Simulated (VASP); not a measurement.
Sn: single point with PBEsol

Crystal: Sn.

```xyz
2
Lattice="0.0000 3.2702 3.2702 3.2702 0.0000 3.2702 3.2702 3.2702 0.0000" Properties=species:S:1:pos:R:3 pbc="T T T"
Sn    0.0000    0.0000    0.0000
Sn    1.6351    1.6351    1.6351
```

This isn't the form of Sn at room conditions, which is tetragonal (white tin).

* Program: VASP 6.6.1
* Task: single point
* Functional: PBEsol
* Potentials or basis: VASP PAW PBE potentials, release 64 (Sn_d)
* Cutoff: 520 eV
* k mesh: 12 × 12 × 12
* Occupations: gaussian, width 0.1 eV
* Spin: no spin polarisation

* Pressure: -0.1 GPa
* Band gap on the k mesh: zero (bands 14 and 15 overlap by 0.19 eV)

Levels at points of the mesh, in eV from the Fermi level:
```tsv
k point	band 10	band 11	band 12	band 13	band 14	band 15	band 16	band 17	band 18	band 19
(0.00, 0.00, 0.00)	-21.18	-10.46	-0.84	0.10	0.10	0.10	2.16	2.16	2.16	4.86
(0.50, 0.00, 0.00)	-21.13	-8.88	-6.22	-1.07	-1.07	-0.09	3.22	3.22	5.56	8.32
(0.50, 0.50, 0.00)	-21.11	-7.44	-7.44	-2.38	-2.38	0.80	0.80	7.58	7.58	9.08
```

Run time: 77 s on 1 thread of Intel(R) Xeon(R) Platinum 8259CL CPU @ 2.50GHz (Skylake/Cascade Lake), on a shared host, peak memory 0.25 GiB.

Caveat: the PAW data sets were made with another functional, which shifts forces and pressure a little; spin-orbit coupling is left out, which moves the levels of the heavy elements.
